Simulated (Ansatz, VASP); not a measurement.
**One calculation of Cr, two programs**

The input INCAR:

```
SYSTEM = Cr
PREC = Accurate
ENCUT = 500
EDIFF = 1E-6
ISMEAR = -1
SIGMA = 0.1
LREAL = .FALSE.
LASPH = .TRUE.
NELM = 120
ALGO = Normal
ISIF = 2
LWAVE = .FALSE.
LCHARG = .FALSE.
NBANDS = 12
GGA_COMPAT = .FALSE.
```

The input KPOINTS:

```
Automatic mesh
0
G
  13 13 13
  0 0 0
```

The input POSCAR:

```
Cr
1.0
   -1.3942485114      1.3942485114      1.3942485114
    1.3942485114     -1.3942485114      1.3942485114
    1.3942485114      1.3942485114     -1.3942485114
Cr
1
Direct
    0.0000000000      0.0000000000      0.0000000000
```

Input for Ansatz:

```yaml
crystal:
  lattice:
    - [-1.3942485114, 1.3942485114, 1.3942485114]
    - [1.3942485114, -1.3942485114, 1.3942485114]
    - [1.3942485114, 1.3942485114, -1.3942485114]
  atoms:
    - { symbol: Cr, position: [0.0, 0.0, 0.0] }
hamiltonian:
  xc: lda
  pseudopotentials:
    kind: paw
    azcp:
      Cr: "pseudopotentials/Cr.paw.azcp"
basis:
  ecutwfc: 420
  fft_grid_basis: typed
kpoints:
  mp_grid: { grid: [13, 13, 13], shift: [0, 0, 0] }
magnetization:
  spin_polarized: false
scf:
  occupations: { method: fermi_dirac, width: 0.1 }
  lower_state_search: "off"
output:
  stress: true
```

Alike in both runs: task single point; functional LDA; k mesh 13 × 13 × 13; occupations fermi-dirac, width 0.1 eV; no spin polarisation.

|  | VASP | Ansatz |
| --- | --- | --- |
| version | VASP 6.6.1 | Ansatz 0.2.0 |
| potentials or method | VASP PAW LDA potentials, release 64 (Cr_pv), cutoff 500 eV | plane waves (420 eV) with PAW, scalar-relativistic |
| valence electrons in the cell | 12 | 14 |

```tsv
	VASP	Ansatz	Ansatz less VASP
pressure (GPa)	0.1	0.1	+0.01
```

Ansatz warns that its potentials were made for another functional, while VASP's fit it. LDA's correlation is that of Perdew and Zunger in VASP and of Perdew and Wang (1992) in Ansatz. VASP's potentials hold 12 valence electrons a cell and Ansatz's 14, so a difference there can come from the potentials and not from the codes.
